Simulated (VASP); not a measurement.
Set up this calculation in VASP 6.6.1, as the native input.

```
Task                   : single point
Functional             : PBE
Potentials or basis    : VASP PAW PBE potentials, release 64 (Si, Ni)
Cutoff                 : 520 eV
k mesh                 : 14 × 14 × 14
Occupations            : gaussian, width 0.1 eV
Spin                   : no spin polarisation
Dipole correction      : no
Further INCAR settings : ALGO = Normal; EDIFF = 1e-06; NBANDS = 16
```

The structure of Si2Ni lies in POSCAR:

```
Si2Ni
1.0
    0.0000000000      2.7233944511      2.7233944511
    2.7233944511      0.0000000000      2.7233944511
    2.7233944511      2.7233944511      0.0000000000
Si Ni
2 1
Direct
    0.2500000000      0.2500000000      0.2500000000
    0.7500000000      0.7500000000      0.7500000000
    0.0000000000      0.0000000000      0.0000000000
```

One way to write it, as run:

INCAR

```
SYSTEM = Si2Ni
PREC = Accurate ; ENCUT = 520
EDIFF = 1E-6 ; ISMEAR = 0
SIGMA = 0.1 ; LREAL = .FALSE.
LASPH = .TRUE. ; NELM = 80
ALGO = Normal ; ISIF = 2
LWAVE = .FALSE. ; LCHARG = .FALSE.
GGA = PE ; NBANDS = 16
```

KPOINTS

```
regular mesh
0
G
  14 14 14
  0 0 0
```

Potentials or basis: VASP PAW PBE potentials, release 64 (Si, Ni).

The run is started by

```bash
$ cat potpaw_PBE.64/Si/POTCAR potpaw_PBE.64/Ni/POTCAR > POTCAR
$ mpirun -np 1 vasp_std > vasp.out
```

It gave:

```json
{"Pressure": "-0.1 GPa", "Band gap on the k mesh": "zero (bands 9 and 10 overlap by 2.14 eV)"}
```

It took 33 s on 1 thread of Intel(R) Xeon(R) 6975P-C (Granite Rapids), on a shared host, peak memory 0.21 GiB.
